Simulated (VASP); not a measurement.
# BN (P6_3/mmc) in VASP: notebook

Runs on BN. Level: PBE. Tasks: single point.

All numbers are computed with VASP 6.6.1; they aren't measurements. Logs are shortened: lines on timing, memory, paths and dates and some standing lists are left out, and cuts for length are marked.

### Step 1. The cell of the first run

Symmetry: P6_3/mmc, No. 194, hexagonal system. The conventional cell has a = 2.504 Å, b = 2.504 Å, c = 6.861 Å, α = 90.00°, β = 90.00°, γ = 120.00°. B (site symmetry -6m2) has 3 N at 1.45 Å within 1.9 Å. Within 1.9 Å of N (site symmetry -6m2) lie 3 B at 1.45 Å.

### Step 2. Single point, PBE (zz strain of +3 %)

File INCAR:

```
SYSTEM = BN
ALGO     = Normal         ! electronic algorithm
EDIFF    = 1E-6           ! SCF threshold, eV
ENCUT    = 520            ! plane-wave cutoff, eV
GGA      = PE             ! functional
ISIF     = 2              ! what is computed and relaxed
ISMEAR   = -1             ! smearing method
LASPH    = .True.         ! aspherical terms in the spheres
LCHARG   = .False.        ! write CHGCAR
LREAL    = .False.        ! projectors in reciprocal space
LWAVE    = .False.        ! write WAVECAR
NBANDS   = 16             ! bands
NELM     = 100            ! most SCF steps
PREC     = Accurate       ! precision mode
SIGMA    = 0.02           ! smearing width, eV
```

File KPOINTS:

```
k-points
0
Gamma
  11 11 4
  0 0 0
```

File POSCAR:

```
BN
1.0
    2.5039917043      0.0000000000      0.0000000000
   -1.2519958522      2.1685204268      0.0000000000
    0.0000000000      0.0000000000      6.8610360000
B N
2 2
Direct
    0.3333333333      0.6666666667      0.2500000000
    0.6666666667      0.3333333333      0.7500000000
    0.3333333333      0.6666666667      0.7500000000
    0.6666666667      0.3333333333      0.2500000000
```

Potentials or basis: VASP PAW PBE potentials, release 64 (B, N).

Launch:

```bash
$ cat potpaw_PBE.64/B/POTCAR potpaw_PBE.64/N/POTCAR > POTCAR
$ mpirun -np 1 vasp_std > vasp.out
```

OUTCAR:

```text
SYSTEM = BN
   EDIFF = 1E-6
   ENCUT = 520
   GGA = PE
   ISIF = 2
   ISMEAR = -1
   LASPH = .True.
   LREAL = .False.
   NELM = 100
   PREC = Accurate

 ion  position               nearest neighbor table
   1  0.333  0.667  0.250-   4 1.45   4 1.45   4 1.45
   2  0.667  0.333  0.750-   3 1.45   3 1.45   3 1.45
   3  0.333  0.667  0.750-   2 1.45   2 1.45   2 1.45
   4  0.667  0.333  0.250-   1 1.45   1 1.45   1 1.45

  LATTYP: Found a hexagonal cell.
 ALAT       =     2.5039917043
 C/A-ratio  =     2.7400394291

  Lattice vectors:

 A1 = (   2.5039917043,   0.0000000000,   0.0000000000)
 A2 = (  -1.2519958522,   2.1685204268,   0.0000000000)
 A3 = (   0.0000000000,   0.0000000000,   6.8610360000)

Analysis of symmetry for initial positions (statically):
=====================================================================
 Subroutine PRICEL returns:
 Original cell was already a primitive cell.

 Routine SETGRP: Setting up the symmetry group for a
 hexagonal supercell.

 Subroutine GETGRP returns: Found 24 space group operations
 (whereof 12 operations were pure point group operations)
 out of a pool of 24 trial point group operations.

The static configuration has the point symmetry D_3d.
 The point group associated with its full space group is D_6h.

Analysis of symmetry for dynamics (positions and initial velocities):
=====================================================================
 Subroutine PRICEL returns:
 Original cell was already a primitive cell.

 Routine SETGRP: Setting up the symmetry group for a
 hexagonal supercell.

 Subroutine GETGRP returns: Found 24 space group operations
 (whereof 12 operations were pure point group operations)
 out of a pool of 24 trial point group operations.

The dynamic configuration has the point symmetry D_3d.
 The point group associated with its full space group is D_6h.

 Subroutine INISYM returns: Found 24 space group operations
 (whereof 12 operations are pure point group operations),
 and found     1 'primitive' translations

----------------------------------------------------------------------------------------

                                     Primitive cell

  volume of cell :      37.2551

  direct lattice vectors                    reciprocal lattice vectors
     2.503991704  0.000000000  0.000000000     0.399362345  0.230571958  0.000000000
    -1.251995852  2.168520427  0.000000000     0.000000000  0.461143915  0.000000000
     0.000000000  0.000000000  6.861036000     0.000000000  0.000000000  0.145750583

  length of vectors
     2.503991704  2.503991704  6.861036000     0.461143915  0.461143915  0.145750583

  position of ions in fractional coordinates (direct lattice)
     0.333333333  0.666666667  0.250000000
     0.666666667  0.333333333  0.750000000
     0.333333333  0.666666667  0.750000000
     0.666666667  0.333333333  0.250000000

  ion indices of the primitive-cell ions
   primitive index   ion index
                 1           1
                 2           2
                 3           3
                 4           4

----------------------------------------------------------------------------------------

 KPOINTS: k-points

Automatic generation of k-mesh.
 Grid dimensions read from file:
 generate k-points for:   11   11    4

 Generating k-lattice:

  Cartesian coordinates                     Fractional coordinates (reciprocal lattice)
     0.036305668  0.020961087  0.000000000     0.090909091 -0.000000000  0.000000000
     0.000000000  0.041922174  0.000000000     0.000000000  0.090909091  0.000000000
     0.000000000  0.000000000  0.036437646     0.000000000  0.000000000  0.250000000

  Length of vectors
     0.041922174  0.041922174  0.036437646

  Shift w.r.t. Gamma in fractional coordinates (k-lattice)
     0.000000000  0.000000000  0.000000000

 Subroutine IBZKPT returns following result:
 ===========================================

 Found     48 irreducible k-points:

 Following reciprocal coordinates:
            Coordinates               Weight
  0.000000  0.000000  0.000000      1.000000
  0.090909  0.000000  0.000000      6.000000
  0.181818  0.000000  0.000000      6.000000
  0.272727  0.000000  0.000000      6.000000
  0.363636  0.000000  0.000000      6.000000
  0.454545  0.000000  0.000000      6.000000
[... 16 lines left out ...]
  0.090909  0.090909  0.250000     12.000000
  0.181818  0.090909  0.250000     24.000000
 [... further k-points ...]
   k-points           NKPTS =     48   k-points in BZ     NKDIM =     48   number of bands    NBANDS=     16
   number of dos      NEDOS =    301   number of ions     NIONS =      4
   total plane-waves  NPLWV =  21600
   dimension x,y,z NGX =    20 NGY =   20 NGZ =   54
   dimension x,y,z NGXF=    40 NGYF=   40 NGZF=  108
   ions per type =               2   2
   NGX,Y,Z   is equivalent  to a cutoff of  13.28, 13.28, 13.08 a.u.
   NGXF,Y,Z  is equivalent  to a cutoff of  26.56, 26.56, 26.17 a.u.
 SYSTEM =  BN
   PREC   = accura    normal or accurate (medium, high low for compatibility)
   ISTART =      0    job   : 0-new  1-cont  2-samecut
   ICHARG =      2    charge: 1-file 2-atom 10-const
   ISPIN  =      1    spin polarized calculation?
   LNONCOLLINEAR =      F non collinear calculations
   LSORBIT =      F    spin-orbit coupling
   LASPH  =      T    aspherical Exc in radial PAW
   ENCUT  =  520.0 eV  38.22 Ry    6.18 a.u.   4.66  4.66 12.76*2*pi/ulx,y,z
   NELM   =    100;   NELMIN=  2; NELMDL= -5     # of ELM steps
   EDIFF  = 0.1E-05   stopping-criterion for ELM
   LREAL  =      F    real-space projection
   EDIFFG = 0.1E-04   stopping-criterion for IOM
   NSW    =      0    number of steps for IOM
   IBRION =     -1    ionic relax: 0-MD 1-quasi-New 2-CG
   NFREE  =      0    steps in history (QN), initial steepest desc. (CG)
   ISIF   =      2    stress and relaxation
   ISYM   =      2    0-nonsym 1-usesym 2-fastsym
   POTIM  = 0.5000    time-step for ionic-motion
   TEBEG  =    0.0;   TEEND  =   0.0 temperature during run
   PSTRESS=    0.0 pullay stress
   NELECT =      16.0000    total number of electrons
   NUPDOWN=      -1.0000    fix difference up-down
   EMIN   =  10.00;   EMAX   =-10.00  energy-range for DOS
   EFERMI =   0.00;   METHOD = LEGACY
   ISMEAR =    -1;   SIGMA  =   0.02  broadening in eV -4-tet -1-fermi 0-gaus
   EFERMI_NEDOS =   21; number of points for ismear=-14 and -15
   IALGO  =     38    algorithm
   IMIX   =      4    mixing-type and parameters
     AMIX     =   0.40;   BMIX     =  1.00
     AMIX_MAG =   1.60;   BMIX_MAG =  1.00
  volume/ion in A,a.u.               =       9.31        62.85
  Fermi-wavevector in a.u.,A,eV,Ry     =   1.235149  2.334094 20.756964  1.525594
  Thomas-Fermi vector in A             =   2.369811
   LORBIT       =      0    0 simple, 1 ext, 2 COOP (PROOUT), +10 PAW based schemes
   GGA     = PE    functional components
   LHFCALC =     F    Hartree Fock is set to
   AEXX    =    0.0000 exact exchange contribution
   IVDW    =     0    specifies the selected vdW correction
   LEPSILON=     F    determine dielectric tensor
   LRPA    =     F    only Hartree local field effects (RPA)
 non-spin polarized calculation
  energy-cutoff  :      520.00
  volume of cell :       37.26
 maximum number of plane-waves:      1046
 NGX is ok and might be reduce to    20
   NGX =  9   NGY =  9   NGZ = 25

 number of electron      16.0000000 magnetization

 Free energy of the ion-electron system (eV)
  ---------------------------------------------------
  ext. energy  EPLUGINS =         0.00000000
  ---------------------------------------------------
  free energy    TOTEN  =       -35.17117885 eV

  energy without entropy =      -35.17117885  energy(sigma->0) =      -35.17117885

 E-fermi :   2.4755     XC(G=0):  -9.8536

 val. band max:        2.0344827395   @ k =   0.3636   0.2727   0.0000
 cond. band min:       6.4154742294   @ k =   0.4545   0.0909   0.0000
 fundamental gap:      4.3809914899
 Fermi energy:         2.4755015982

 k-point     1 :       0.0000    0.0000    0.0000
  band No.  band energies     occupation
      1     -15.7530      2.00000
      2     -15.5246      2.00000
      3      -4.0626      2.00000
      4      -2.2537      2.00000
      5       0.6847      2.00000
      6       0.6847      2.00000
[... 8 lines left out ...]
     15      14.0532      0.00000
     16      15.0035      0.00000

 k-point     2 :       0.0909    0.0000    0.0000
  band No.  band energies     occupation
      1     -15.5918      2.00000
      2     -15.3679      2.00000
      3      -3.8412      2.00000
      4      -2.0525      2.00000
      5       0.0271      2.00000
      6       0.0477      2.00000
[... 8 lines left out ...]
     15      14.4213      0.00000
     16      14.6377      0.00000

 k-point     3 :       0.1818    0.0000    0.0000
  band No.  band energies     occupation
      1     -15.1188      2.00000
      2     -14.9084      2.00000
      3      -3.1873      2.00000
      4      -1.5978      2.00000
      5      -1.5701      2.00000
      6      -1.4635      2.00000
[... 8 lines left out ...]
     15      16.1560      0.00000
     16      16.2446      0.00000

 k-point     4 :       0.2727    0.0000    0.0000
  band No.  band energies     occupation
      1     -14.3743      2.00000
      2     -14.1879      2.00000
      3      -3.5855      2.00000
      4      -3.5386      2.00000
      5      -2.1392      2.00000
      6      -1.1281      2.00000
[... 8 lines left out ...]
     15      17.2678      0.00000
     16      18.7363      0.00000
[... 324 lines left out ...]
 k-point    22 :       0.4545    0.0000    0.2500
  band No.  band energies     occupation
      1     -12.6967      2.00000
      2     -12.6414      2.00000
      3      -6.6942      2.00000
      4      -6.6549      2.00000
      5      -2.0737      2.00000
      6      -2.0402      2.00000
[... 8 lines left out ...]
     15      17.5331      0.00000
     16      19.6178      0.00000

 k-point    23 :       0.0909    0.0909    0.2500
  band No.  band energies     occupation
      1     -15.2442      2.00000
      2     -15.0923      2.00000
      3      -3.1890      2.00000
      4      -1.9730      2.00000
      5      -1.0120      2.00000
      6      -0.9987      2.00000
[... 8 lines left out ...]
     15      15.3192      0.00000
     16      15.6877      0.00000

 k-point    24 :       0.1818    0.0909    0.2500
  band No.  band energies     occupation
      1     -14.6357      2.00000
      2     -14.4968      2.00000
      3      -2.7044      2.00000
      4      -2.6719      2.00000
      5      -2.3193      2.00000
      6      -1.1897      2.00000
[... 8 lines left out ...]
     15      16.7513      0.00000
     16      16.8433      0.00000

 [... further k-points ...]
[... 5 lines left out ...]
  --------------------------------------------------------------------------------------
  -------------------------------------------------------------------------------------
  Total        0.8392587      0.8392587      0.4347405     -0.0000000     -0.0000000      0.0000000
  in kB       36.0927787     36.0927787     18.6962523     -0.0000000     -0.0000000      0.0000000
  external PRESSURE =      30.2939365 kB  Pullay stress =       0.0000000 kB

 VOLUME and BASIS-vectors are now :
 -----------------------------------------------------------------------------
  energy-cutoff  :      520.00
  volume of cell :       37.26
      direct lattice vectors                 reciprocal lattice vectors
     2.503991704  0.000000000  0.000000000     0.399362345  0.230571958  0.000000000
    -1.251995852  2.168520427  0.000000000     0.000000000  0.461143915  0.000000000
     0.000000000  0.000000000  6.861036000     0.000000000  0.000000000  0.145750583

 POSITION                                       TOTAL-FORCE (eV/Angst)
 -----------------------------------------------------------------------------------
     -0.00000      1.44568      1.71526         0.000000     -0.000000      0.000000
      1.25200      0.72284      5.14578        -0.000000      0.000000      0.000000
     -0.00000      1.44568      5.14578        -0.000000      0.000000      0.000000
      1.25200      0.72284      1.71526         0.000000     -0.000000      0.000000
 -----------------------------------------------------------------------------------
    total drift:                                0.000000     -0.000000      0.000000

  FREE ENERGIE OF THE ION-ELECTRON SYSTEM (eV)
  ---------------------------------------------------
  free  energy   TOTEN  =       -35.1711788515 eV

  energy  without entropy=      -35.1711788515  energy(sigma->0) =      -35.17117885
```

Run time: 28 s. Hardware: 1 thread of AMD EPYC 7R13 (Zen 3), shared host; peak memory 0.13 GiB.

What came out:

| Item | Value |
| --- | --- |
| Free energy | -35.1712 eV |
| Pressure | 3.0 GPa |
| Band gap on the k mesh | 4.38 eV, indirect (least direct gap 4.69 eV) |

Caveat: the cell differs from its parent crystal (zz strain of +3 %); this functional lacks dispersion, which binds the layers, so the pressure and a relaxed spacing across them are unreliable. A k mesh can miss the band edges.

(Part 1 of 2 ends here.)
